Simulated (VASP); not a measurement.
Set up this calculation in VASP 6.6.1, as the native input.

| Quantity | Value |
| --- | --- |
| Task | single point |
| Functional | r2SCAN0 |
| Potentials or basis | VASP PAW PBE potentials, release 64 (Hg, Te) |
| Cutoff | 520 eV |
| k mesh | 4 × 4 × 4 |
| Occupations | fermi-dirac, width 0.05 eV |
| Spin | no spin polarisation |
| Dipole correction | no |
| Grid for exact exchange (PRECFOCK) | Normal |
| Further INCAR settings | ALGO = Normal; EDIFF = 1e-07; NBANDS = 16 |
| Share of exact exchange | 0.25 |

The system is HgTe.

```
CELL_PARAMETERS angstrom
0.00000 3.17106 3.17106
3.17106 0.00000 3.17106
3.17106 3.17106 0.00000
ATOMIC_POSITIONS crystal
Hg 0.00000 0.00000 0.00000
Te 0.75000 0.75000 0.75000
```

The input as run:

POSCAR

```
HgTe
1.0
    0.0000000000      3.1710554852      3.1710554852
    3.1710554852      0.0000000000      3.1710554852
    3.1710554852      3.1710554852      0.0000000000
Hg Te
1 1
Direct
    0.0000000000      0.0000000000      0.0000000000
    0.7500000000      0.7500000000      0.7500000000
```

INCAR.step1

```
PREC = Accurate ; ENCUT = 520
EDIFF = 1E-5 ; ISMEAR = -1
SIGMA = 0.05 ; LREAL = F
LASPH = T ; NELM = 100
ALGO = Normal ; ISIF = 2
LWAVE = T ; LCHARG = F
NBANDS = 16 ; GGA = PE
```

INCAR.step2

```
PREC = Accurate ; ENCUT = 520
EDIFF = 1E-7 ; ISMEAR = -1
SIGMA = 0.05 ; LREAL = F
LASPH = T ; NELM = 100
ALGO = Normal ; ISIF = 2
LWAVE = F ; LCHARG = F
METAGGA = R2SCAN ; LHFCALC = T
AEXX = 0.25 ; LMIXTAU = T
PRECFOCK = Normal ; NBANDS = 16
ISTART = 1
```

KPOINTS

```
regular mesh
0
Gamma
  4 4 4
```

Potentials or basis: VASP PAW PBE potentials, release 64 (Hg, Te).

Run with:

```sh
$ cat potpaw_PBE.64/Hg/POTCAR potpaw_PBE.64/Te/POTCAR > POTCAR
$ cp INCAR.step1 INCAR
$ mpirun -np 1 vasp_std > vasp.out
$ cp INCAR.step2 INCAR
$ mpirun -np 1 vasp_std > vasp.out
```

Results of the run:

The pressure is 4.7 GPa and the band gap on the k mesh is 1.00 eV.

Caveat: the k points lie up to 0.43 Å⁻¹ apart; the PAW data sets were made with another functional, which shifts forces and pressure a little; spin-orbit coupling is left out, which moves the levels of the heavy elements.

It took 13 min on 1 thread of Intel(R) Xeon(R) Platinum 8488C (Sapphire Rapids), with other jobs on the host, peak memory 0.22 GiB.
